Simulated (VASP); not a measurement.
# Al2O3 (R-3c) in VASP: notebook

Runs on Al2O3. Level: PBE. Tasks: single point.

Everything below comes from runs of VASP 6.6.1. Logs are shortened: lines on timing, memory, paths and dates and some standing lists are left out, and cuts for length are marked.

## Step 1: The cell of the first run

The structure is trigonal, space group R-3c (No. 167). The conventional cell has a = 4.710 Å, b = 4.710 Å, c = 12.856 Å, α = 90.00°, β = 90.00°, γ = 120.00°. Al (site symmetry 3) has 6 O at 1.84 to 1.95 Å within 2.4 Å. Within 2.4 Å of O (site symmetry 2) lie 4 Al at 1.84 to 1.95 Å.

## Step 2: Single point, PBE (volume changed by -6%)

INCAR

```
SYSTEM = Al2O3
PREC = Accurate ; ENCUT = 520
EDIFF = 1E-7 ; ISMEAR = 0
SIGMA = 0.01 ; LREAL = .FALSE.
LASPH = .TRUE. ; NELM = 80
ALGO = Normal ; ISIF = 2
LWAVE = .FALSE. ; LCHARG = .FALSE.
GGA = PE ; NBANDS = 35
```

KPOINTS

```
regular mesh
0
G
  6 6 6
  0 0 0
```

POSCAR

```
Al2O3
1.0
    2.3552033310      1.3597772771      4.2852296112
   -2.3552033310      1.3597772771      4.2852296112
    0.0000000000     -2.7195545543      4.2852296112
Al O
4 6
Direct
    0.8521488403      0.8521488403      0.8521488403
    0.3521488403      0.3521488403      0.3521488403
    0.1478511597      0.1478511597      0.1478511597
    0.6478511597      0.6478511597      0.6478511597
    0.4438250151      0.0561749849      0.7500000000
    0.0561749849      0.7500000000      0.4438250151
    0.5561749849      0.9438250151      0.2500000000
    0.2500000000      0.5561749849      0.9438250151
    0.9438250151      0.2500000000      0.5561749849
    0.7500000000      0.4438250151      0.0561749849
```

Potentials or basis: VASP PAW PBE potentials, release 64 (Al, O).

On the command line:

```console
cat potpaw_PBE.64/Al/POTCAR potpaw_PBE.64/O/POTCAR > POTCAR
mpirun -np 1 vasp_std > vasp.out
```

OUTCAR:

```text
SYSTEM = Al2O3
   PREC = Accurate
   ENCUT = 520
   EDIFF = 1E-7
   ISMEAR = 0
   LREAL = .FALSE.
   LASPH = .TRUE.
   NELM = 80
   ISIF = 2
   GGA = PE

 ion  position               nearest neighbor table
   1  0.852  0.852  0.852-   9 1.84   7 1.84   8 1.84  10 1.95   6 1.95   5 1.95   4 2.63   3 2.76
                             3 2.76   3 2.76   4 3.19   4 3.19   4 3.19
   2  0.352  0.352  0.352-  10 1.84   5 1.84   6 1.84   9 1.95   8 1.95   7 1.95   3 2.63   4 2.76
                             4 2.76   4 2.76   3 3.19   3 3.19   3 3.19
   3  0.148  0.148  0.148-   6 1.84   5 1.84  10 1.84   8 1.95   9 1.95   7 1.95   2 2.63   1 2.76
                             1 2.76   1 2.76   2 3.19   2 3.19   2 3.19
   4  0.648  0.648  0.648-   8 1.84   7 1.84   9 1.84   6 1.95  10 1.95   5 1.95   1 2.63   2 2.76
                             2 2.76   2 2.76   1 3.19   1 3.19   1 3.19
   5  0.444  0.056  0.750-   2 1.84   3 1.84   1 1.95   4 1.95
   6  0.056  0.750  0.444-   3 1.84   2 1.84   4 1.95   1 1.95
   7  0.556  0.944  0.250-   1 1.84   4 1.84   3 1.95   2 1.95
   8  0.250  0.556  0.944-   4 1.84   1 1.84   3 1.95   2 1.95
   9  0.944  0.250  0.556-   1 1.84   4 1.84   2 1.95   3 1.95
  10  0.750  0.444  0.056-   2 1.84   3 1.84   1 1.95   4 1.95

  LATTYP: Found a trigonal (rhomboedric) cell.
 ALAT       =     5.0753492288
 COS(alpha) =     0.5693197588

  Lattice vectors:

 A1 = (   2.3552033310,   1.3597772771,   4.2852296112)
 A2 = (  -2.3552033310,   1.3597772771,   4.2852296112)
 A3 = (   0.0000000000,  -2.7195545543,   4.2852296112)

Analysis of symmetry for initial positions (statically):
=====================================================================
 Subroutine PRICEL returns:
 Original cell was already a primitive cell.

 Routine SETGRP: Setting up the symmetry group for a
 trigonal (rhombohedral) supercell.

 Subroutine GETGRP returns: Found 12 space group operations
 (whereof  6 operations were pure point group operations)
 out of a pool of 12 trial point group operations.

The static configuration has the point symmetry S_6 .
 The point group associated with its full space group is D_3d.

Analysis of symmetry for dynamics (positions and initial velocities):
=====================================================================
 Subroutine PRICEL returns:
 Original cell was already a primitive cell.

 Routine SETGRP: Setting up the symmetry group for a
 trigonal (rhombohedral) supercell.

 Subroutine GETGRP returns: Found 12 space group operations
 (whereof  6 operations were pure point group operations)
 out of a pool of 12 trial point group operations.

[... 129 lines left out ...]
   NUPDOWN=      -1.0000    fix difference up-down
   EMIN   =  10.00;   EMAX   =-10.00  energy-range for DOS
   EFERMI =   0.00;   METHOD = LEGACY
   ISMEAR =     0;   SIGMA  =   0.01  broadening in eV -4-tet -1-fermi 0-gaus
   EFERMI_NEDOS =   21; number of points for ismear=-14 and -15
   IALGO  =     38    algorithm
   IMIX   =      4    mixing-type and parameters
     AMIX     =   0.40;   BMIX     =  1.00
     AMIX_MAG =   1.60;   BMIX_MAG =  1.00
  volume/ion in A,a.u.               =       8.23        55.57
  Fermi-wavevector in a.u.,A,eV,Ry     =   1.367565  2.584324 25.446089  1.870235
  Thomas-Fermi vector in A             =   2.493607
   LORBIT       =      0    0 simple, 1 ext, 2 COOP (PROOUT), +10 PAW based schemes
   GGA     = PE    functional components
   LHFCALC =     F    Hartree Fock is set to
   AEXX    =    0.0000 exact exchange contribution
   IVDW    =     0    specifies the selected vdW correction
   LEPSILON=     F    determine dielectric tensor
   LRPA    =     F    only Hartree local field effects (RPA)
 non-spin polarized calculation
 Gauss-broadening in eV      SIGMA  =   0.01
  energy-cutoff  :      520.00
  volume of cell :       82.34
 maximum number of plane-waves:      2245
 NGX is ok and might be reduce to    40
   NGX = 19   NGY = 19   NGZ = 19

 number of electron      48.0000007 magnetization

 Free energy of the ion-electron system (eV)
  ---------------------------------------------------
  ext. energy  EPLUGINS =         0.00000000
  ---------------------------------------------------
  free energy    TOTEN  =       -74.55503811 eV

  energy without entropy =      -74.55503811  energy(sigma->0) =      -74.55503811

 E-fermi :   6.5475     XC(G=0): -11.8441

 val. band max:        6.5041268704   @ k =   0.0000   0.0000   0.0000
 cond. band min:      13.1340249787   @ k =   0.0000   0.0000   0.0000
 fundamental gap:      6.6298981083
 Fermi energy:         6.5474576497

 k-point     1 :       0.0000    0.0000    0.0000
  band No.  band energies     occupation
      1     -12.9876      2.00000
      2     -10.5277      2.00000
      3     -10.2277      2.00000
      4     -10.2277      2.00000
      5      -9.8970      2.00000
      6      -9.8970      2.00000
[... 901 lines left out ...]
     34      20.1587      0.00000
     35      20.3802      0.00000

 [... further k-points ...]

------------------------ aborting loop because EDIFF is reached ----------------------------------------

  FORCE on cell =-STRESS in cart. coord.  units (eV):
  Direction    XX          YY          ZZ          XY          YZ          ZX
  --------------------------------------------------------------------------------------
  -------------------------------------------------------------------------------------
  Total        8.4967979      8.4967979      7.8479595      0.0000000     -0.0000000      0.0000000
  in kB      165.3272096    165.3272096    152.7023775      0.0000000     -0.0000000      0.0000000
  external PRESSURE =     161.1189323 kB  Pullay stress =       0.0000000 kB

 VOLUME and BASIS-vectors are now :
 -----------------------------------------------------------------------------
  energy-cutoff  :      520.00
  volume of cell :       82.34
      direct lattice vectors                 reciprocal lattice vectors
     2.355203331  1.359777277  4.285229611     0.212295895  0.122569092  0.077786575
    -2.355203331  1.359777277  4.285229611    -0.212295895  0.122569092  0.077786575
     0.000000000 -2.719554554  4.285229611     0.000000000 -0.245138185  0.077786575

 POSITION                                       TOTAL-FORCE (eV/Angst)
 -----------------------------------------------------------------------------------
      0.00000     -0.00000     10.95496         0.000000      0.000000     -0.029035
      0.00000     -0.00000      4.52712         0.000000      0.000000     -0.029035
      0.00000     -0.00000      1.90073         0.000000     -0.000000      0.029035
      0.00000     -0.00000      8.32857         0.000000     -0.000000      0.029035
      0.91299     -1.35978      5.35654        -0.066394      0.000000      0.000000
     -1.63410     -0.11079      5.35654         0.033197      0.057499      0.000000
     -0.91299      1.35978      7.49915         0.066394     -0.000000      0.000000
     -0.72110     -1.47057      7.49915        -0.033197      0.057499      0.000000
      1.63410      0.11079      7.49915        -0.033197     -0.057499      0.000000
      0.72110      1.47057      5.35654         0.033197     -0.057499      0.000000
 -----------------------------------------------------------------------------------
    total drift:                               -0.000000     -0.000000      0.000000

  FREE ENERGIE OF THE ION-ELECTRON SYSTEM (eV)
  ---------------------------------------------------
  free  energy   TOTEN  =       -74.5550381091 eV

  energy  without entropy=      -74.5550381091  energy(sigma->0) =      -74.55503811
```

OSZICAR:

```text
N       E                     dE             d eps       ncg     rms          rms(c)
DAV:   1     0.233995266181E+03    0.23400E+03   -0.25573E+04  2240   0.131E+03
DAV:   2    -0.696043924991E+02   -0.30360E+03   -0.29192E+03  2881   0.292E+02
DAV:   3    -0.826420149778E+02   -0.13038E+02   -0.12985E+02  2885   0.612E+01
DAV:   4    -0.827421497706E+02   -0.10013E+00   -0.10008E+00  2776   0.620E+00
DAV:   5    -0.827433381676E+02   -0.11884E-02   -0.11882E-02  2826   0.671E-01    0.179E+01
DAV:   6    -0.744951828567E+02    0.82482E+01   -0.28049E+01  2711   0.285E+01    0.609E+00
DAV:   7    -0.745309582572E+02   -0.35775E-01   -0.96450E-01  2736   0.481E+00    0.332E+00
DAV:   8    -0.745509313384E+02   -0.19973E-01   -0.87395E-02  2647   0.224E+00    0.706E-01
DAV:   9    -0.745544810873E+02   -0.35497E-02   -0.24564E-02  2912   0.849E-01    0.324E-01
DAV:  10    -0.745550618596E+02   -0.58077E-03   -0.72097E-04  2496   0.162E-01    0.756E-02
DAV:  11    -0.745550357679E+02    0.26092E-04   -0.33469E-04  2840   0.105E-01    0.236E-02
DAV:  12    -0.745550385302E+02   -0.27624E-05   -0.16978E-05  2608   0.251E-02    0.511E-03
DAV:  13    -0.745550381893E+02    0.34091E-06   -0.24383E-06  2864   0.873E-03    0.118E-03
DAV:  14    -0.745550381091E+02    0.80247E-07   -0.15197E-07  1952   0.237E-03
   1 F= -.74555038E+02 E0= -.74555038E+02  d E =-.183167E-12
```

stdout:

```text
POSCAR found type information on POSCAR AlO
 POSCAR found :  2 types and      10 ions
 scaLAPACK will be used
 LDA part: xc-table for (Slater+PW92), standard interpolation
 POSCAR, INCAR and KPOINTS ok, starting setup
 FFT: planning ... GRIDC
 FFT: planning ... GRID_SOFT
 FFT: planning ... GRID
 WAVECAR not read
 entering main loop
```

Wall time 1.7 min (1 thread of Intel Xeon 6975P-C, shared host); peak memory 0.26 GiB.

What came out:

- Free energy: -74.5550 eV
- Pressure: 16.1 GPa
- Largest force: 0.066 eV/Å
- Band gap on the k mesh: 6.63 eV, direct

Forces in eV/Å, atoms in the order of the input:
```
Al   0.000  0.000 -0.029
Al   0.000  0.000 -0.029
Al   0.000  0.000  0.029
Al   0.000  0.000  0.029
O   -0.066  0.000  0.000
O    0.033  0.057  0.000
O    0.066  0.000  0.000
O   -0.033  0.057  0.000
O   -0.033 -0.057  0.000
O    0.033 -0.057  0.000
```

(Part 1 of 2 ends here.)
